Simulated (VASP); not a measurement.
# CdS (F-43m) in VASP: notebook

Aim: see how the results for CdS move with the level of theory and the settings. Levels: PBE-based screened hybrid, HSE06. Tasks: single point.

Program: VASP 6.6.1. These are calculated values, not measurements. Logs are shortened: lines on timing, memory, paths and dates and some standing lists are left out, and cuts for length are marked.

## 1. The cell of the first run

Symmetry: F-43m, No. 216, cubic system. Conventional cell: a = 5.878 Å, b = 5.878 Å, c = 5.878 Å, α = 90.00°, β = 90.00°, γ = 90.00°. Within 3.4 Å of Cd (site symmetry -43m) lie 4 S at 2.55 Å. Within 3.4 Å of S (site symmetry -43m) lie 4 Cd at 2.55 Å.

## 2. Single point, PBE-based screened hybrid

Contents of POSCAR:

```
CdS
1.0
    0.0000000000      2.9392148400      2.9392148400
    2.9392148400      0.0000000000      2.9392148400
    2.9392148400      2.9392148400      0.0000000000
Cd S
1 1
Direct
    0.0000000000      0.0000000000      0.0000000000
    0.2500000000      0.2500000000      0.2500000000
```

Contents of INCAR.step1:

```
ALGO = Normal
EDIFF = 1E-5
ENCUT = 400
GGA = PE
GGA_COMPAT = F
ISIF = 2
ISMEAR = 0
LASPH = T
LCHARG = F
LREAL = F
LWAVE = T
NBANDS = 16
NELM = 120
PREC = Accurate
SIGMA = 0.01
```

Contents of INCAR.step2:

```
AEXX = 0.1
ALGO = Normal
EDIFF = 1E-6
ENCUT = 400
GGA = PE
GGA_COMPAT = F
HFSCREEN = 0.3
ISIF = 2
ISMEAR = 0
ISTART = 1
LASPH = T
LCHARG = F
LHFCALC = T
LREAL = F
LWAVE = F
NBANDS = 16
NELM = 120
PREC = Accurate
PRECFOCK = Normal
SIGMA = 0.01
```

Contents of KPOINTS:

```
k-points
0
Gamma
  4 4 4
```

Potentials or basis: VASP PAW PBE potentials, release 64 (Cd, S).

Launch:

```console
$ cat potpaw_PBE.64/Cd/POTCAR potpaw_PBE.64/S/POTCAR > POTCAR
$ cp INCAR.step1 INCAR
$ mpirun -np 1 vasp_std > vasp.out
$ cp INCAR.step2 INCAR
$ mpirun -np 1 vasp_std > vasp.out
```

OUTCAR:

```text
AEXX = 0.1
   EDIFF = 1E-6
   ENCUT = 400
   GGA = PE
   HFSCREEN = 0.3
   ISIF = 2
   ISMEAR = 0
   ISTART = 1
   LASPH = T
   LHFCALC = T
   LREAL = F
   NELM = 120
   PREC = Accurate
   PRECFOCK = Normal

 ion  position               nearest neighbor table
   1  0.000  0.000  0.000-   2 2.55   2 2.55   2 2.55   2 2.55
   2  0.250  0.250  0.250-   1 2.55   1 2.55   1 2.55   1 2.55

  LATTYP: Found a face centered cubic cell.
 ALAT       =     5.8784296800

  Lattice vectors:

 A1 = (   0.0000000000,   2.9392148400,   2.9392148400)
 A2 = (   2.9392148400,   0.0000000000,   2.9392148400)
 A3 = (   2.9392148400,   2.9392148400,   0.0000000000)

Analysis of symmetry for initial positions (statically):
=====================================================================
 Subroutine PRICEL returns:
 Original cell was already a primitive cell.

 Routine SETGRP: Setting up the symmetry group for a
 face centered cubic supercell.

 Subroutine GETGRP returns: Found 24 space group operations
 (whereof 24 operations were pure point group operations)
 out of a pool of 48 trial point group operations.

The static configuration has the point symmetry T_d .

Analysis of symmetry for dynamics (positions and initial velocities):
=====================================================================
 Subroutine PRICEL returns:
 Original cell was already a primitive cell.

 Routine SETGRP: Setting up the symmetry group for a
 face centered cubic supercell.

 Subroutine GETGRP returns: Found 24 space group operations
 (whereof 24 operations were pure point group operations)
 out of a pool of 48 trial point group operations.

The dynamic configuration has the point symmetry T_d .

 Subroutine INISYM returns: Found 24 space group operations
 (whereof 24 operations are pure point group operations),
 and found     1 'primitive' translations

----------------------------------------------------------------------------------------

                                     Primitive cell

  volume of cell :      50.7837

[... 70 lines left out ...]
   NELM   =    120;   NELMIN=  2; NELMDL=  0     # of ELM steps
   EDIFF  = 0.1E-05   stopping-criterion for ELM
   LREAL  =      F    real-space projection
   EDIFFG = 0.1E-04   stopping-criterion for IOM
   NSW    =      0    number of steps for IOM
   IBRION =     -1    ionic relax: 0-MD 1-quasi-New 2-CG
   NFREE  =      0    steps in history (QN), initial steepest desc. (CG)
   ISIF   =      2    stress and relaxation
   ISYM   =      3    0-nonsym 1-usesym 2-fastsym
   POTIM  = 0.5000    time-step for ionic-motion
   TEBEG  =    0.0;   TEEND  =   0.0 temperature during run
   PSTRESS=    0.0 pullay stress
   NELECT =      18.0000    total number of electrons
   NUPDOWN=      -1.0000    fix difference up-down
   EMIN   =  10.00;   EMAX   =-10.00  energy-range for DOS
   EFERMI =   0.00;   METHOD = LEGACY
   ISMEAR =     0;   SIGMA  =   0.01  broadening in eV -4-tet -1-fermi 0-gaus
   EFERMI_NEDOS =   21; number of points for ismear=-14 and -15
   IALGO  =     38    algorithm
   IMIX   =      1    mixing-type and parameters
     AMIX     =   0.40;   BMIX     =  1.00
     AMIX_MAG =   1.60;   BMIX_MAG =  1.00
  volume/ion in A,a.u.               =      25.39       171.35
  Fermi-wavevector in a.u.,A,eV,Ry     =   1.158575  2.189390 18.263062  1.342297
  Thomas-Fermi vector in A             =   2.295176
   LORBIT       =      0    0 simple, 1 ext, 2 COOP (PROOUT), +10 PAW based schemes
   GGA     = PE    functional components
   LHFCALC =     T    Hartree Fock is set to
   PRECFOCK=normal    Normal, Fast or Accurate (Low or Medium for compatibility)
   ENCUT4O =  -1.0   cutoff for four orbital integrals eV
   NKREDX  =     1    reduce k-point grid by
   NKREDY  =     1    reduce k-point grid by
   NKREDZ  =     1    reduce k-point grid by
   AEXX    =    0.1000 exact exchange contribution
   HFSCREEN=    0.3000 screening length (either q_TF or 0.3 A-1)
   HFSCREENC=   0.3000 screening length for correlation (either q_TF or 0.3 A-1)
   ENCUTFOCK=  -1.0 apply spherical cutoff to Coloumb kernel
   IVDW    =     0    specifies the selected vdW correction
   LEPSILON=     F    determine dielectric tensor
   LRPA    =     F    only Hartree local field effects (RPA)
 non-spin polarized calculation
 Gauss-broadening in eV      SIGMA  =   0.01
  energy-cutoff  :      400.00
  volume of cell :       50.78
 maximum number of plane-waves:       941
  NGX = 24; NGY = 24; NGZ = 24

 number of electron      17.9999992 magnetization

 Free energy of the ion-electron system (eV)
  ---------------------------------------------------
  ext. energy  EPLUGINS =         0.00000000
  ---------------------------------------------------
  free energy    TOTEN  =        -6.59663656 eV

  energy without entropy =       -6.59663656  energy(sigma->0) =       -6.59663656

 E-fermi :   1.0006     XC(G=0):  -8.4756

 val. band max:        0.9280356650   @ k =   0.0000   0.0000   0.0000
 cond. band min:       2.3388175159   @ k =   0.0000   0.0000   0.0000
 fundamental gap:      1.4107818509
 Fermi energy:         1.0006469884

 k-point     1 :       0.0000    0.0000    0.0000
  band No.  band energies     occupation
      1     -11.7435      2.00000
      2      -7.1621      2.00000
      3      -7.1621      2.00000
      4      -7.1621      2.00000
      5      -6.7150      2.00000
      6      -6.7150      2.00000
[... 129 lines left out ...]
      3      -6.9292      2.00000
      4      -6.7529      2.00000
      5      -6.7051      2.00000
      6      -6.0985      2.00000
[... 8 lines left out ...]
     15      14.4807      0.00000
     16      14.6671      0.00000

------------------------ aborting loop because EDIFF is reached ----------------------------------------

  FORCE on cell =-STRESS in cart. coord.  units (eV):
  Direction    XX          YY          ZZ          XY          YZ          ZX
  --------------------------------------------------------------------------------------
  -------------------------------------------------------------------------------------
  Total        0.3066199      0.3066199      0.3066199      0.0000000     -0.0000000      0.0000000
  in kB        9.6735740      9.6735740      9.6735740      0.0000000     -0.0000000      0.0000000
  external PRESSURE =       9.6735740 kB  Pullay stress =       0.0000000 kB

 VOLUME and BASIS-vectors are now :
 -----------------------------------------------------------------------------
  energy-cutoff  :      400.00
  volume of cell :       50.78
      direct lattice vectors                 reciprocal lattice vectors
     0.000000000  2.939214840  2.939214840    -0.170113458  0.170113458  0.170113458
     2.939214840  0.000000000  2.939214840     0.170113458 -0.170113458  0.170113458
     2.939214840  2.939214840  0.000000000     0.170113458  0.170113458 -0.170113458

 POSITION                                       TOTAL-FORCE (eV/Angst)
 -----------------------------------------------------------------------------------
      0.00000      0.00000      0.00000         0.000000     -0.000000      0.000000
      1.46961      1.46961      1.46961        -0.000000      0.000000     -0.000000
 -----------------------------------------------------------------------------------
    total drift:                                0.000114      0.000124      0.000081

  FREE ENERGIE OF THE ION-ELECTRON SYSTEM (eV)
  ---------------------------------------------------
  free  energy   TOTEN  =        -6.5966365595 eV

  energy  without entropy=       -6.5966365595  energy(sigma->0) =       -6.59663656
```

OUTCAR.step1:

```text
EDIFF = 1E-5
   ENCUT = 400
   GGA = PE
   ISIF = 2
   ISMEAR = 0
[... 354 lines left out ...]
 -----------------------------------------------------------------------------------
      0.00000      0.00000      0.00000         0.000000      0.000000      0.000000
      1.46961      1.46961      1.46961        -0.000000     -0.000000     -0.000000
 -----------------------------------------------------------------------------------
    total drift:                                0.000000      0.000000      0.000000

  FREE ENERGIE OF THE ION-ELECTRON SYSTEM (eV)
  ---------------------------------------------------
  free  energy   TOTEN  =        -6.1038735820 eV

  energy  without entropy=       -6.1038735820  energy(sigma->0) =       -6.10387358
```

OSZICAR.step1:

```text
N       E                     dE             d eps       ncg     rms          rms(c)
DAV:   1     0.901918811782E+02    0.90192E+02   -0.80772E+03   280   0.829E+02
DAV:   2    -0.326730081492E+01   -0.93459E+02   -0.88469E+02   312   0.232E+02
DAV:   3    -0.664759414542E+01   -0.33803E+01   -0.33747E+01   304   0.457E+01
DAV:   4    -0.666776552090E+01   -0.20171E-01   -0.20170E-01   336   0.337E+00
DAV:   5    -0.666800866115E+01   -0.24314E-03   -0.24314E-03   312   0.349E-01    0.774E+00
DAV:   6    -0.612406593884E+01    0.54394E+00   -0.84878E-01   376   0.114E+01    0.630E+00
DAV:   7    -0.610326707424E+01    0.20799E-01   -0.19969E-01   312   0.303E+00    0.309E+00
DAV:   8    -0.610369235951E+01   -0.42529E-03   -0.18615E-02   280   0.170E+00    0.297E-01
DAV:   9    -0.610365121227E+01    0.41147E-04   -0.22318E-03   304   0.681E-01    0.617E-02
DAV:  10    -0.610378733256E+01   -0.13612E-03   -0.26232E-04   256   0.167E-01    0.726E-02
DAV:  11    -0.610388303586E+01   -0.95703E-04   -0.16199E-04   264   0.988E-02    0.270E-02
DAV:  12    -0.610387358196E+01    0.94539E-05   -0.27833E-05   288   0.687E-02
   1 F= -.61038736E+01 E0= -.61038736E+01  d E =-.586799E-53
```

Wall time 3.2 min (1 thread of Intel Xeon Platinum 8488C (Sapphire Rapids), shared host); peak memory 0.26 GiB.

Results:

| Quantity | Value |
| --- | --- |
| Free energy | -6.5966 eV |
| Pressure | 1.0 GPa |
| Band gap on the k mesh | 1.41 eV, direct |

Levels at points of the mesh, in eV from the valence-band top:
```tsv
k point	band 7	band 8	band 9	band 10	band 11	band 12
(0.00, 0.00, 0.00)	0.00	0.00	0.00	1.41	6.90	6.90
(0.50, 0.00, 0.00)	-4.36	-0.74	-0.74	3.31	7.36	7.36
(0.50, 0.50, 0.00)	-3.94	-1.84	-1.84	3.85	4.66	9.55
```

Caveat: the k points lie up to 0.46 Å⁻¹ apart; the PAW data sets were made with another functional, which shifts forces and pressure a little.

## 3. Single point, HSE06

POSCAR is that of step 2.

Contents of INCAR.step1:

```
ALGO     = Normal         # electronic algorithm
EDIFF    = 1E-5           # SCF threshold, eV
ENCUT    = 400            # plane-wave cutoff, eV
GGA      = PE             # functional
GGA_COMPAT= False        
ISIF     = 2              # what is computed and relaxed
ISMEAR   = 1              # smearing method
LASPH    = True           # aspherical terms in the spheres
LCHARG   = False          # write CHGCAR
LREAL    = False          # projectors in reciprocal space
LWAVE    = True           # write WAVECAR
NBANDS   = 16             # bands
NELM     = 120            # most SCF steps
PREC     = Accurate       # precision mode
SIGMA    = 0.05           # smearing width, eV
```

Contents of INCAR.step2:

```
ALGO     = Normal         # electronic algorithm
EDIFF    = 1E-6           # SCF threshold, eV
ENCUT    = 400            # plane-wave cutoff, eV
GGA      = PE             # functional
GGA_COMPAT= False        
HFSCREEN = 0.2079         # screening, 1/A
ISIF     = 2              # what is computed and relaxed
ISMEAR   = 1              # smearing method
ISTART   = 1            
LASPH    = True           # aspherical terms in the spheres
LCHARG   = False          # write CHGCAR
LHFCALC  = True           # exact exchange
LREAL    = False          # projectors in reciprocal space
LWAVE    = False          # write WAVECAR
NBANDS   = 16             # bands
NELM     = 120            # most SCF steps
PREC     = Accurate       # precision mode
PRECFOCK = Normal       
SIGMA    = 0.05           # smearing width, eV
```

KPOINTS is that of step 2.

Potentials or basis: VASP PAW PBE potentials, release 64 (Cd, S).

Launch:

```console
$ cat potpaw_PBE.64/Cd/POTCAR potpaw_PBE.64/S/POTCAR > POTCAR
$ cp INCAR.step1 INCAR
$ mpirun -np 1 vasp_std > vasp.out
$ cp INCAR.step2 INCAR
$ mpirun -np 1 vasp_std > vasp.out
```

Run time: 3.7 min. Hardware: 1 thread of Intel Xeon Platinum 8488C (Sapphire Rapids), shared host; peak memory 0.25 GiB.

The run converged. Its results:

```yaml
Free_energy: -7.5918 eV
Pressure: 0.2 GPa
Band_gap_on_the_k_mesh: 2.12 eV, direct
```

Levels at points of the mesh, in eV from the valence-band top:
```
           k point  band 7  band 8  band 9  band 10  band 11  band 12
(0.00, 0.00, 0.00)    0.00    0.00    0.00     2.12     7.70     7.70
(0.50, 0.00, 0.00)   -4.54   -0.77   -0.77     4.07     8.14     8.14
(0.50, 0.50, 0.00)   -4.11   -1.93   -1.93     4.48     5.44    10.44
```

Caveat: the k points lie up to 0.46 Å⁻¹ apart; the PAW data sets were made with another functional, which shifts forces and pressure a little.
